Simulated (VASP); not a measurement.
CdTe, 8 atoms in the cell. The cell holds a slab with vacuum, 8 atoms: a = 4.533 Å, b = 4.533 Å, c = 23.218 Å, α = 90.00°, β = 90.00°, γ = 90.00°. 

- Program: VASP 6.6.1
- Task: single point
- Functional: PBE
- Potentials or basis: VASP PAW PBE potentials, release 64 (Cd, Te)
- Cutoff: 400 eV
- k mesh: 3 × 3 × 1
- Occupations: methfessel-paxton, width 0.15 eV
- Spin: no spin polarisation
- Dipole correction: yes
- Further INCAR settings: ALGO = Normal; EDIFF = 1e-06; NBANDS = 46; NELMDL = -8

Potentials or basis: VASP PAW PBE potentials, release 64 (Cd, Te).

Launch:

```console
$ cat potpaw_PBE.64/Cd/POTCAR potpaw_PBE.64/Te/POTCAR > POTCAR
$ mpirun -np 1 vasp_std > vasp.out
```

Hardware: 1 thread of Intel(R) Xeon(R) 6975P-C (Granite Rapids), on a shared host.

Problem. How long does it take, and how much memory?

Solution. Wall time 79 s on 1 thread of Intel(R) Xeon(R) 6975P-C (Granite Rapids) (shared host), peak memory 0.35 GiB. Counts: scf iterations 26, k points 4.
